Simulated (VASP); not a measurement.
# BaTiO3 (P4mm) in VASP: notebook

Runs on BaTiO3. Level: PBE. Tasks: single point.

Program: VASP 6.6.1. These are calculated values, not measurements. Logs are shortened: lines on timing, memory, paths and dates and some standing lists are left out, and cuts for length are marked.

**1. The cell of the first run**

Symmetry: P4mm, No. 99, tetragonal system. The conventional cell has a = 4.105 Å, b = 4.105 Å, c = 4.265 Å, α = 90.00°, β = 90.00°, γ = 90.00°. Ba (site symmetry 4mm) has 12 O at 2.87 to 3.06 Å and 8 Ti at 3.56 to 3.65 Å within 3.8 Å. Within 2.5 Å of Ti (site symmetry 4mm) lie 6 O at 1.84 to 2.43 Å. Within 2.5 Å of O (site symmetry 4mm) lie 2 Ti at 1.84 to 2.43 Å. O (site symmetry 2mm) has 2 Ti at 2.06 Å within 2.7 Å.

**2. Single point, PBE (strain +0.030 along x and y, +0.015 along z)**

Input file INCAR:

```
SYSTEM = BaTiO3
PREC = Accurate
ENCUT = 1340
EDIFF = 1E-6
ISMEAR = 0
SIGMA = 0.05
LREAL = .False.
LASPH = .True.
NELM = 120
ALGO = Normal
ISIF = 2
LWAVE = .False.
LCHARG = .False.
GGA = PE
NBANDS = 28
GGA_COMPAT = .False.
```

Input file KPOINTS:

```
Automatic mesh
0
Gamma
  8 8 6
  0 0 0
```

Input file POSCAR:

```
BaTiO3
1.0
    4.1049142711      0.0000000000      0.0000000000
    0.0000000000      4.1049142711      0.0000000000
    0.0000000000      0.0000000000      4.2648343547
Ba Ti O
1 1 3
Direct
    0.0000000000      0.0000000000      0.9863187693
    0.5000000000      0.5000000000      0.4690806688
    0.5000000000      0.5000000000      0.0378497747
    0.5000000000      0.0000000000      0.5173753936
    0.0000000000      0.5000000000      0.5173753936
```

Potentials or basis: VASP PAW PBE potentials, release 64 (Ba_sv, Ti_sv, O_h).

The run is started by

```sh
cat potpaw_PBE.64/Ba_sv/POTCAR potpaw_PBE.64/Ti_sv/POTCAR potpaw_PBE.64/O_h/POTCAR > POTCAR
mpirun -np 1 vasp_std > vasp.out
```

OUTCAR:

```text
SYSTEM = BaTiO3
   PREC = Accurate
   ENCUT = 1340
   EDIFF = 1E-6
   ISMEAR = 0
   LREAL = .False.
   LASPH = .True.
   NELM = 120
   ISIF = 2
   GGA = PE

 ion  position               nearest neighbor table
   1  0.000  0.000  0.986-   4 2.87   5 2.87   5 2.87   4 2.87   3 2.91   3 2.91   3 2.91   3 2.91
                             4 3.06   5 3.06   5 3.06   4 3.06   2 3.56   2 3.56   2 3.56   2 3.56
   2  0.500  0.500  0.469-   3 1.84   4 2.06   5 2.06   4 2.06   5 2.06   1 3.56   1 3.56   1 3.56
                             1 3.56   1 3.65   1 3.65   1 3.65   1 3.65
   3  0.500  0.500  0.038-   2 1.84   1 2.91   1 2.91   1 2.91   1 2.91
   4  0.500  0.000  0.517-   2 2.06   2 2.06   1 2.87   1 2.87   1 3.06   1 3.06
   5  0.000  0.500  0.517-   2 2.06   2 2.06   1 2.87   1 2.87   1 3.06   1 3.06

  LATTYP: Found a simple tetragonal cell.
 ALAT       =     4.1049142711
 C/A-ratio  =     1.0389582030

  Lattice vectors:

 A1 = (   4.1049142711,   0.0000000000,   0.0000000000)
 A2 = (   0.0000000000,   4.1049142711,   0.0000000000)
 A3 = (   0.0000000000,   0.0000000000,   4.2648343547)

Analysis of symmetry for initial positions (statically):
=====================================================================
 Subroutine PRICEL returns:
 Original cell was already a primitive cell.

 Routine SETGRP: Setting up the symmetry group for a
 simple tetragonal supercell.

 Subroutine GETGRP returns: Found  8 space group operations
 (whereof  8 operations were pure point group operations)
 out of a pool of 16 trial point group operations.

The static configuration has the point symmetry C_4v.

Analysis of symmetry for dynamics (positions and initial velocities):
=====================================================================
 Subroutine PRICEL returns:
 Original cell was already a primitive cell.

 Routine SETGRP: Setting up the symmetry group for a
 simple tetragonal supercell.

 Subroutine GETGRP returns: Found  8 space group operations
 (whereof  8 operations were pure point group operations)
 out of a pool of 16 trial point group operations.

The dynamic configuration has the point symmetry C_4v.

 Subroutine INISYM returns: Found  8 space group operations
 (whereof  8 operations are pure point group operations),
 and found     1 'primitive' translations

----------------------------------------------------------------------------------------

                                     Primitive cell

  volume of cell :      71.8638

  direct lattice vectors                    reciprocal lattice vectors
     4.104914271  0.000000000  0.000000000     0.243610447  0.000000000  0.000000000
     0.000000000  4.104914271  0.000000000     0.000000000  0.243610447  0.000000000
     0.000000000  0.000000000  4.264834355     0.000000000  0.000000000  0.234475695

  length of vectors
     4.104914271  4.104914271  4.264834355     0.243610447  0.243610447  0.234475695

  position of ions in fractional coordinates (direct lattice)
     0.000000000  0.000000000  0.986318769
     0.500000000  0.500000000  0.469080669
     0.500000000  0.500000000  0.037849775
     0.500000000  0.000000000  0.517375394
     0.000000000  0.500000000  0.517375394

  ion indices of the primitive-cell ions
   primitive index   ion index
                 1           1
                 2           2
                 3           3
                 4           4
                 5           5

----------------------------------------------------------------------------------------

 KPOINTS: Automatic mesh

Automatic generation of k-mesh.
 Grid dimensions read from file:
 generate k-points for:    8    8    6

 Generating k-lattice:

  Cartesian coordinates                     Fractional coordinates (reciprocal lattice)
     0.030451306  0.000000000  0.000000000     0.125000000  0.000000000  0.000000000
     0.000000000  0.030451306  0.000000000     0.000000000  0.125000000  0.000000000
     0.000000000  0.000000000  0.039079283     0.000000000  0.000000000  0.166666667

  Length of vectors
     0.030451306  0.030451306  0.039079283

  Shift w.r.t. Gamma in fractional coordinates (k-lattice)
     0.000000000  0.000000000  0.000000000

 Subroutine IBZKPT returns following result:
 ===========================================

 Found     60 irreducible k-points:

 Following reciprocal coordinates:
            Coordinates               Weight
  0.000000  0.000000  0.000000      1.000000
  0.125000  0.000000  0.000000      4.000000
  0.250000  0.000000  0.000000      4.000000
  0.375000  0.000000  0.000000      4.000000
  0.500000  0.000000  0.000000      2.000000
  0.125000  0.125000  0.000000      4.000000
[... 16 lines left out ...]
  0.375000  0.125000  0.166667     16.000000
  0.500000  0.125000  0.166667      8.000000
 [... further k-points ...]
   k-points           NKPTS =     60   k-points in BZ     NKDIM =     60   number of bands    NBANDS=     28
   number of dos      NEDOS =    301   number of ions     NIONS =      5
   total plane-waves  NPLWV = 135000
   dimension x,y,z NGX =    50 NGY =   50 NGZ =   54
   dimension x,y,z NGXF=   100 NGYF=  100 NGZF=  108
   ions per type =               1   1   3
   NGX,Y,Z   is equivalent  to a cutoff of  20.25, 20.25, 21.05 a.u.
   NGXF,Y,Z  is equivalent  to a cutoff of  40.50, 40.50, 42.10 a.u.
 SYSTEM =  BaTiO3
   PREC   = accura    normal or accurate (medium, high low for compatibility)
   ISTART =      0    job   : 0-new  1-cont  2-samecut
   ICHARG =      2    charge: 1-file 2-atom 10-const
   ISPIN  =      1    spin polarized calculation?
   LNONCOLLINEAR =      F non collinear calculations
   LSORBIT =      F    spin-orbit coupling
   LASPH  =      T    aspherical Exc in radial PAW
   ENCUT  = 1340.0 eV  98.49 Ry    9.92 a.u.  12.25 12.25 12.73*2*pi/ulx,y,z
   NELM   =    120;   NELMIN=  2; NELMDL= -5     # of ELM steps
   EDIFF  = 0.1E-05   stopping-criterion for ELM
   LREAL  =      F    real-space projection
[... 7 lines left out ...]
   TEBEG  =    0.0;   TEEND  =   0.0 temperature during run
   PSTRESS=    0.0 pullay stress
   NELECT =      40.0000    total number of electrons
   NUPDOWN=      -1.0000    fix difference up-down
   EMIN   =  10.00;   EMAX   =-10.00  energy-range for DOS
   EFERMI =   0.00;   METHOD = LEGACY
   ISMEAR =     0;   SIGMA  =   0.05  broadening in eV -4-tet -1-fermi 0-gaus
   EFERMI_NEDOS =   21; number of points for ismear=-14 and -15
   IALGO  =     38    algorithm
   IMIX   =      4    mixing-type and parameters
     AMIX     =   0.40;   BMIX     =  1.00
     AMIX_MAG =   1.60;   BMIX_MAG =  1.00
  volume/ion in A,a.u.               =      14.37        96.99
  Fermi-wavevector in a.u.,A,eV,Ry     =   1.346660  2.544819 24.674082  1.813494
  Thomas-Fermi vector in A             =   2.474474
   LORBIT       =      0    0 simple, 1 ext, 2 COOP (PROOUT), +10 PAW based schemes
   GGA     = PE    functional components
   LHFCALC =     F    Hartree Fock is set to
   AEXX    =    0.0000 exact exchange contribution
   IVDW    =     0    specifies the selected vdW correction
   LEPSILON=     F    determine dielectric tensor
   LRPA    =     F    only Hartree local field effects (RPA)
 non-spin polarized calculation
 Gauss-broadening in eV      SIGMA  =   0.05
  energy-cutoff  :     1340.00
  volume of cell :       71.86
 maximum number of plane-waves:      8049
 NGX is ok and might be reduce to    50
   NGX = 25   NGY = 25   NGZ = 25

 number of electron      40.0000002 magnetization

 Free energy of the ion-electron system (eV)
  ---------------------------------------------------
  ext. energy  EPLUGINS =         0.00000000
  ---------------------------------------------------
  free energy    TOTEN  =       -39.94513590 eV

  energy without entropy =      -39.94513590  energy(sigma->0) =      -39.94513590

 E-fermi :   3.7929     XC(G=0): -10.6458

 val. band max:        3.5027738783   @ k =   0.5000   0.5000   0.5000
 cond. band min:       5.1455792630   @ k =   0.0000   0.0000   0.0000
 fundamental gap:      1.6428053846
 Fermi energy:         3.7929028546

 k-point     1 :       0.0000    0.0000    0.0000
  band No.  band energies     occupation
      1     -53.4147      2.00000
      2     -29.7000      2.00000
      3     -29.5803      2.00000
      4     -29.5803      2.00000
      5     -21.8556      2.00000
      6     -13.3170      2.00000
[... 20 lines left out ...]
     27       8.4331      0.00000
     28       9.4692      0.00000

 k-point     2 :       0.1250    0.0000    0.0000
  band No.  band energies     occupation
      1     -53.4146      2.00000
      2     -29.6998      2.00000
      3     -29.5853      2.00000
      4     -29.5801      2.00000
      5     -21.8454      2.00000
      6     -13.3212      2.00000
[... 20 lines left out ...]
     27       8.6878      0.00000
     28       9.8276      0.00000

 k-point     3 :       0.2500    0.0000    0.0000
  band No.  band energies     occupation
      1     -53.4144      2.00000
      2     -29.6993      2.00000
      3     -29.5974      2.00000
      4     -29.5797      2.00000
      5     -21.8206      2.00000
      6     -13.3533      2.00000
[... 20 lines left out ...]
     27       9.3157      0.00000
     28      10.7930      0.00000

 k-point     4 :       0.3750    0.0000    0.0000
  band No.  band energies     occupation
      1     -53.4141      2.00000
      2     -29.6988      2.00000
      3     -29.6095      2.00000
      4     -29.5793      2.00000
      5     -21.7955      2.00000
      6     -13.4082      2.00000
[... 578 lines left out ...]
     27       9.7917      0.00000
     28      10.7226      0.00000

 k-point    23 :       0.3750    0.1250    0.1667
  band No.  band energies     occupation
      1     -53.4140      2.00000
      2     -29.7040      2.00000
      3     -29.6089      2.00000
      4     -29.5840      2.00000
      5     -21.7791      2.00000
      6     -13.2835      2.00000
[... 20 lines left out ...]
     27      10.4738      0.00000
     28      11.2071      0.00000

 k-point    24 :       0.5000    0.1250    0.1667
  band No.  band energies     occupation
      1     -53.4139      2.00000
      2     -29.7038      2.00000
      3     -29.6139      2.00000
      4     -29.5838      2.00000
      5     -21.7696      2.00000
      6     -13.2983      2.00000
[... 20 lines left out ...]
     27      10.7692      0.00000
     28      11.4050      0.00000

 [... further k-points ...]
[... 5 lines left out ...]
  --------------------------------------------------------------------------------------
  -------------------------------------------------------------------------------------
  Total       -4.1941538     -4.1941538     -3.2652911      0.0000000     -0.0000000      0.0000000
  in kB      -93.5070986    -93.5070986    -72.7984515      0.0000000     -0.0000000      0.0000000
  external PRESSURE =     -86.6042162 kB  Pullay stress =       0.0000000 kB

 VOLUME and BASIS-vectors are now :
 -----------------------------------------------------------------------------
  energy-cutoff  :     1340.00
  volume of cell :       71.86
      direct lattice vectors                 reciprocal lattice vectors
     4.104914271  0.000000000  0.000000000     0.243610447  0.000000000  0.000000000
     0.000000000  4.104914271  0.000000000     0.000000000  0.243610447  0.000000000
     0.000000000  0.000000000  4.264834355     0.000000000  0.000000000  0.234475695

 POSITION                                       TOTAL-FORCE (eV/Angst)
 -----------------------------------------------------------------------------------
      0.00000      0.00000      4.20649         0.000000     -0.000000     -0.033410
      2.05246      2.05246      2.00055         0.000000      0.000000     -0.459848
      2.05246      2.05246      0.16142         0.000000      0.000000      0.633825
      2.05246      0.00000      2.20652         0.000000     -0.000000     -0.070283
      0.00000      2.05246      2.20652         0.000000      0.000000     -0.070283
 -----------------------------------------------------------------------------------
    total drift:                                0.000000     -0.000000      0.000073

  FREE ENERGIE OF THE ION-ELECTRON SYSTEM (eV)
  ---------------------------------------------------
  free  energy   TOTEN  =       -39.9451358994 eV

  energy  without entropy=      -39.9451358994  energy(sigma->0) =      -39.94513590
```

Run time: 19 min. Hardware: 1 thread of Intel Xeon Platinum 8375C at 2.90GHz (Ice Lake), shared host; peak memory 0.69 GiB.

What came out:

```yaml
Free_energy: -39.9451 eV
Pressure: -8.7 GPa
Largest_force: 0.634 eV/Å
Band_gap_on_the_k_mesh: 1.64 eV (least direct gap 2.18 eV)
```

Forces in eV/Å, atoms in the order of the input:
```
Ba   0.000  0.000 -0.033
Ti   0.000  0.000 -0.460
O    0.000  0.000  0.634
O    0.000  0.000 -0.070
O    0.000  0.000 -0.070
```

Caveat: the cell differs from its parent crystal (strain +0.030 along x and y, +0.015 along z); the cell stands under tension; spin-orbit coupling is left out, which moves the levels of the heavy elements. A k mesh can miss the band edges.

**3. Single point, PBE (strain -0.015 along x and y, +0.015 along z)**

INCAR is that of step 2.

Input file KPOINTS:

```
regular mesh
0
Gamma
  8 8 6
  0 0 0
```

Edit POSCAR of step 2 so:

```diff
@@ -2,4 +2,4 @@
 1.0
-    4.1049142711      0.0000000000      0.0000000000
-    0.0000000000      4.1049142711      0.0000000000
+    3.9255733564      0.0000000000      0.0000000000
+    0.0000000000      3.9255733564      0.0000000000
     0.0000000000      0.0000000000      4.2648343547
```

Potentials or basis: VASP PAW PBE potentials, release 64 (Ba_sv, Ti_sv, O_h).

The run is started by

```sh
cat potpaw_PBE.64/Ba_sv/POTCAR potpaw_PBE.64/Ti_sv/POTCAR potpaw_PBE.64/O_h/POTCAR > POTCAR
mpirun -np 1 vasp_std > vasp.out
```

OUTCAR:

```text
SYSTEM = BaTiO3
   PREC = Accurate
   ENCUT = 1340
   EDIFF = 1E-6
   ISMEAR = 0
   LREAL = .False.
   LASPH = .True.
   NELM = 120
   ISIF = 2
   GGA = PE

 ion  position               nearest neighbor table
   1  0.000  0.000  0.986-   3 2.78   3 2.78   3 2.78   3 2.78   5 2.80   5 2.80   4 2.80   4 2.80
                             4 3.00   5 3.00   5 3.00   4 3.00   2 3.46   2 3.46   2 3.46   2 3.46
   2  0.500  0.500  0.469-   3 1.84   4 1.97   5 1.97   4 1.97   5 1.97   1 3.46   1 3.46   1 3.46
                             1 3.46   1 3.55   1 3.55   1 3.55   1 3.55
[... 953 lines left out ...]
  -------------------------------------------------------------------------------------
  Total        2.4992736      2.4992736      0.1957876      0.0000000     -0.0000000      0.0000000
  in kB       60.9278735     60.9278735      4.7729555      0.0000000     -0.0000000      0.0000000
  external PRESSURE =      42.2095675 kB  Pullay stress =       0.0000000 kB

 VOLUME and BASIS-vectors are now :
 -----------------------------------------------------------------------------
  energy-cutoff  :     1340.00
  volume of cell :       65.72
      direct lattice vectors                 reciprocal lattice vectors
     3.925573356  0.000000000  0.000000000     0.254739858  0.000000000  0.000000000
     0.000000000  3.925573356  0.000000000     0.000000000  0.254739858  0.000000000
     0.000000000  0.000000000  4.264834355     0.000000000  0.000000000  0.234475695

 POSITION                                       TOTAL-FORCE (eV/Angst)
 -----------------------------------------------------------------------------------
      0.00000      0.00000      4.20649         0.000000      0.000000      0.026318
      1.96279      1.96279      2.00055         0.000000     -0.000000     -0.323645
      1.96279      1.96279      0.16142         0.000000      0.000000      0.257525
      1.96279      0.00000      2.20652         0.000000      0.000000      0.019901
      0.00000      1.96279      2.20652         0.000000      0.000000      0.019901
 -----------------------------------------------------------------------------------
    total drift:                                0.000000      0.000000     -0.000045

  FREE ENERGIE OF THE ION-ELECTRON SYSTEM (eV)
  ---------------------------------------------------
  free  energy   TOTEN  =       -40.0282916558 eV

  energy  without entropy=      -40.0282916558  energy(sigma->0) =      -40.02829166
```

OSZICAR:

```text
N       E                     dE             d eps       ncg     rms          rms(c)
DAV:   1     0.679497779249E+03    0.67950E+03   -0.35690E+04  3360   0.311E+03
DAV:   2     0.793626008644E+02   -0.60014E+03   -0.57348E+03  3460   0.647E+02
DAV:   3    -0.419213108456E+02   -0.12128E+03   -0.11432E+03  5220   0.214E+02
DAV:   4    -0.502417169723E+02   -0.83204E+01   -0.82845E+01  4372   0.546E+01
DAV:   5    -0.506130205631E+02   -0.37130E+00   -0.37098E+00  5368   0.111E+01    0.239E+01
DAV:   6    -0.401578347077E+02    0.10455E+02   -0.55526E+01  5100   0.678E+01    0.102E+01
DAV:   7    -0.401924185992E+02   -0.34584E-01   -0.11706E+01  4696   0.247E+01    0.726E+00
DAV:   8    -0.400261715615E+02    0.16625E+00   -0.73080E-01  4192   0.745E+00    0.391E+00
DAV:   9    -0.400521592682E+02   -0.25988E-01   -0.39642E-01  5088   0.589E+00    0.158E+00
DAV:  10    -0.400335582437E+02    0.18601E-01   -0.13654E-01  4340   0.366E+00    0.661E-01
DAV:  11    -0.400293220380E+02    0.42362E-02   -0.12727E-02  4752   0.105E+00    0.365E-01
DAV:  12    -0.400282731593E+02    0.10489E-02   -0.64670E-03  3932   0.487E-01    0.477E-02
DAV:  13    -0.400282814306E+02   -0.82714E-05   -0.32714E-04  4052   0.149E-01    0.267E-02
DAV:  14    -0.400282928816E+02   -0.11451E-04   -0.69192E-05  4464   0.676E-02    0.215E-02
DAV:  15    -0.400282916161E+02    0.12656E-05   -0.37181E-05  4828   0.615E-02    0.101E-02
DAV:  16    -0.400282916558E+02   -0.39728E-07   -0.70651E-06  3940   0.230E-02
   1 F= -.40028292E+02 E0= -.40028292E+02  d E =-.726305E-21
```

Run time: 5.3 min. Hardware: 1 thread of Intel Xeon Platinum 8488C (Sapphire Rapids), shared host; peak memory 0.67 GiB.

Results:

```
Free energy            : -40.0283 eV
Pressure               : 4.2 GPa
Largest force          : 0.324 eV/Å
Band gap on the k mesh : 1.81 eV (least direct gap 2.43 eV)
```

Forces on the atoms (eV/Å):
```
Ba   0.000  0.000  0.026
Ti   0.000  0.000 -0.324
O    0.000  0.000  0.258
O    0.000  0.000  0.020
O    0.000  0.000  0.020
```

Levels at points of the mesh, in eV from the valence-band top:
| k point | band 18 | band 19 | band 20 | band 21 | band 22 | band 23 |
| --- | --- | --- | --- | --- | --- | --- |
| (0.00, 0.00, 0.00) | -1.03 | -0.62 | -0.62 | 1.81 | 2.42 | 2.42 |
| (0.50, 0.00, 0.00) | -1.85 | -1.67 | -1.40 | 2.50 | 3.53 | 3.60 |
| (0.50, 0.50, 0.00) | -1.07 | -1.07 | -0.05 | 3.64 | 3.64 | 3.96 |
| (0.00, 0.00, 0.50) | -2.05 | -0.76 | -0.76 | 1.92 | 3.34 | 3.34 |
| (0.50, 0.00, 0.50) | -1.33 | -1.22 | -0.64 | 3.35 | 3.59 | 3.70 |
| (0.50, 0.50, 0.50) | -0.55 | -0.55 | 0.00 | 3.95 | 3.95 | 4.19 |

Caveat: the cell differs from its parent crystal (strain -0.015 along x and y, +0.015 along z); the stress differs along the axes, from 0 to 6 GPa; spin-orbit coupling is left out, which moves the levels of the heavy elements. A k mesh can miss the band edges.

(Continued in part 2 of 2.)
